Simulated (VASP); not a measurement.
Here is a VASP 6.6.1 calculation.

File INCAR:

```
SYSTEM = Ru
  PREC = Accurate
  ENCUT = 600
  EDIFF = 1E-6
  ISMEAR = -1
  SIGMA = 0.1
  LREAL = .FALSE.
  LASPH = .TRUE.
  NELM = 100
  ALGO = Normal
  ISIF = 3
  LWAVE = .FALSE.
  LCHARG = .FALSE.
  GGA = B5
  ALDAX = 1.0
  AGGAX = 1.0
  AGGAC = 1.0
  ALDAC = 0.0
  IBRION = 2
  NSW = 80
  EDIFFG = -0.01
```

KPOINTS

```
regular mesh
0
G
  14 14 14
  0 0 0
```

The input POSCAR:

```
Ru
1.0
    0.0000000000      1.8924348942      1.8924348942
    1.8924348942      0.0000000000      1.8924348942
    1.8924348942      1.8924348942      0.0000000000
Ru
1
Direct
    0.0000000000      0.0000000000      0.0000000000
```

Potentials or basis: VASP PAW PBE potentials, release 64 (Ru_pv).

Command:

```sh
$ cat potpaw_PBE.64/Ru_pv/POTCAR > POTCAR
$ mpirun -np 1 vasp_std > vasp.out
```

Q: Predict the band gap on the k mesh.

A: Zero (band 7 reaches 14.08 eV, above the bottom of band 8 at 11.01 eV).

Q: What does it give for the space group after relaxing (to 0.05 Å)?

A: Fm-3m (No. 225).

Q: What does it give for the relaxed volume?

A: 14.54 Å³/atom.

Q: Estimate the relaxed cell.

A: a = 2.740 Å, b = 2.740 Å, c = 2.740 Å, α = 60.00°, β = 60.00°, γ = 60.00°.

The path:
```csv
step,energy change (eV),largest force (eV/Å),pressure (GPa),volume (Å³)
1,0.0000,0.0000,22.08,13.55
2,0.2842,0.0000,-30.51,17.56
3,-0.0633,0.0000,-1.37,14.63
4,-0.0636,0.0000,-0.18,14.56
5,-0.0636,0.0000,0.19,14.54
6,-0.0636,0.0000,0.20,14.54
7,-0.0636,0.0000,0.21,14.54
8,-0.0636,0.0000,0.17,14.54
9,-0.0636,0.0000,0.16,14.54
10,-0.0636,0.0000,0.16,14.54
11,-0.0636,0.0000,0.16,14.54
12,-0.0636,0.0000,0.17,14.54
13,-0.0636,0.0000,0.17,14.54
14,-0.0636,0.0000,0.17,14.54
15,-0.0636,0.0000,0.18,14.54
16,-0.0636,0.0000,0.12,14.54
17,-0.0636,0.0000,0.07,14.54
```

Caveat: the PAW data sets were made with another functional, which shifts forces and pressure a little.
